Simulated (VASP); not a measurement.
WS2: single point with PBEsol

The system is WS2, a slab with vacuum.

```
CELL_PARAMETERS angstrom
3.14578 0.00000 0.00000
-1.57289 2.72432 0.00000
0.00000 0.00000 16.95342
ATOMIC_POSITIONS crystal
W 0.31623 0.71339 0.00000
S 0.66667 0.33333 0.90758
S 0.66667 0.33333 0.09242
```

This cell differs from its parent crystal: atom 1 (W) moved -0.180 Å along Cartesian [1 -1 0].

```
Program             : VASP 6.6.1
Task                : single point
Functional          : PBEsol
Potentials or basis : VASP PAW PBE potentials, release 64 (W_sv, S)
Cutoff              : 520 eV
k mesh              : 12 × 12 × 2
Occupations         : gaussian, width 0.05 eV
Spin                : no spin polarisation
```

The largest force is 3.755 eV/Å and the band gap on the k mesh is 1.77 eV (least direct gap 1.91 eV).

Forces in eV/Å, atoms in the order of the input:
```
W    2.566 -2.742  0.000
S   -1.283  1.371 -0.423
S   -1.283  1.371  0.423
```

Levels at points of the mesh, in eV from the valence-band top:
```tsv
k point	band 9	band 10	band 11	band 12	band 13	band 14	band 15	band 16	band 17	band 18
(0.00, 0.00, 0.00)	-2.67	-2.51	-2.25	-0.67	-0.25	1.92	2.55	3.13	3.88	5.11
(0.50, 0.00, 0.00)	-4.59	-3.38	-2.31	-1.82	-0.43	2.83	3.27	3.41	5.14	5.42
(0.00, 0.50, 0.00)	-4.46	-3.28	-2.49	-1.72	-0.70	2.79	3.41	3.69	5.17	5.32
(0.50, 0.50, 0.00)	-4.85	-3.88	-1.93	-1.39	-0.63	3.03	3.28	3.41	5.00	5.04
(0.00, 0.00, 0.50)	-2.67	-2.51	-2.25	-0.67	-0.25	1.92	2.55	3.13	3.88	5.23
(0.50, 0.00, 0.50)	-4.59	-3.38	-2.31	-1.82	-0.43	2.83	3.27	3.41	5.14	5.42
(0.00, 0.50, 0.50)	-4.46	-3.28	-2.49	-1.72	-0.70	2.79	3.41	3.69	5.17	5.32
(0.50, 0.50, 0.50)	-4.85	-3.88	-1.93	-1.39	-0.63	3.03	3.28	3.41	5.00	5.04
```

Run time: 15 min on 1 thread of Oxide Virtual Turin-like Processor, on a shared host, peak memory 0.5 GiB.

Caveat: the cell differs from its parent crystal (atom 1 (W) moved -0.180 Å along Cartesian [1 -1 0]); there is no dipole correction, which matters where the two faces differ; the PAW data sets were made with another functional, which shifts forces and pressure a little; spin-orbit coupling is left out, which moves the levels of the heavy elements.
